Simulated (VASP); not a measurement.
Set up this calculation in VASP 6.6.1, as the native input.

* Task: single point
* Functional: r2SCAN
* Potentials or basis: VASP PAW PBE potentials, release 64 (Cs_sv, H)
* Cutoff: 520 eV
* k mesh: 6 × 6 × 6
* Occupations: gaussian, width 0.05 eV
* Spin: no spin polarisation
* Dipole correction: no
* Further INCAR settings: ALGO = Normal; EDIFF = 1e-06; NBANDS = 12

CsH:

```xyz
2
Lattice="0.0298 3.1880 3.1880 3.1880 0.0298 3.1880 3.2178 3.2178 0.0000" Properties=species:S:1:pos:R:3 pbc="T T T"
Cs    0.0000    0.0000    0.0000
H     3.2178    3.2178    3.1880
```

This cell differs from its parent crystal: strain +0.0187 x Voigt [0, 0, 0, 0, 0, 1].

One way to write it, as run:

POSCAR

```
CsH
1.0
    0.0298078000      3.1880000000      3.1880000000
    3.1880000000      0.0298078000      3.1880000000
    3.2178078000      3.2178078000      0.0000000000
Cs H
1 1
Direct
    0.0000000000      0.0000000000      0.0000000000
    0.5000000000      0.5000000000      0.5000000000
```

INCAR.step1

```
PREC     = Accurate       # precision mode
ENCUT    = 520            # plane-wave cutoff, eV
ISMEAR   = 0              # smearing method
SIGMA    = 0.05           # smearing width, eV
LREAL    = False          # projectors in reciprocal space
LASPH    = True           # aspherical terms in the spheres
NELM     = 100            # most SCF steps
NBANDS   = 12             # bands
GGA      = PE             # functional
ALGO     = Normal         # electronic algorithm
EDIFF    = 1E-4           # SCF threshold, eV
LWAVE    = True           # write WAVECAR
LCHARG   = False          # write CHGCAR
```

INCAR.step2

```
PREC     = Accurate       # precision mode
ENCUT    = 520            # plane-wave cutoff, eV
EDIFF    = 1E-6           # SCF threshold, eV
ISMEAR   = 0              # smearing method
SIGMA    = 0.05           # smearing width, eV
LREAL    = False          # projectors in reciprocal space
LASPH    = True           # aspherical terms in the spheres
NELM     = 100            # most SCF steps
ALGO     = Normal         # electronic algorithm
ISIF     = 2              # what is computed and relaxed
LWAVE    = False          # write WAVECAR
LCHARG   = False          # write CHGCAR
METAGGA  = R2SCAN         # meta-GGA
LMIXTAU  = True         
NBANDS   = 12             # bands
ISTART   = 1
```

KPOINTS

```
Automatic mesh
0
Gamma
  6 6 6
```

Potentials or basis: VASP PAW PBE potentials, release 64 (Cs_sv, H).

The run is started by

```sh
$ cat potpaw_PBE.64/Cs_sv/POTCAR potpaw_PBE.64/H/POTCAR > POTCAR
$ cp INCAR.step1 INCAR
$ mpirun -np 1 vasp_std > vasp.out
$ cp INCAR.step2 INCAR
$ mpirun -np 1 vasp_std > vasp.out
```

It gave:

```
Pressure               : 0.0 GPa
Band gap on the k mesh : 2.66 eV
```

Caveat: the cell differs from its parent crystal (strain +0.0187 x Voigt [0, 0, 0, 0, 0, 1]); the PAW data sets were made with another functional, which shifts forces and pressure a little; spin-orbit coupling is left out, which moves the levels of the heavy elements.

It took 76 s on 1 thread of Intel(R) Xeon(R) Platinum 8488C (Sapphire Rapids) (shared host), peak memory 0.23 GiB.
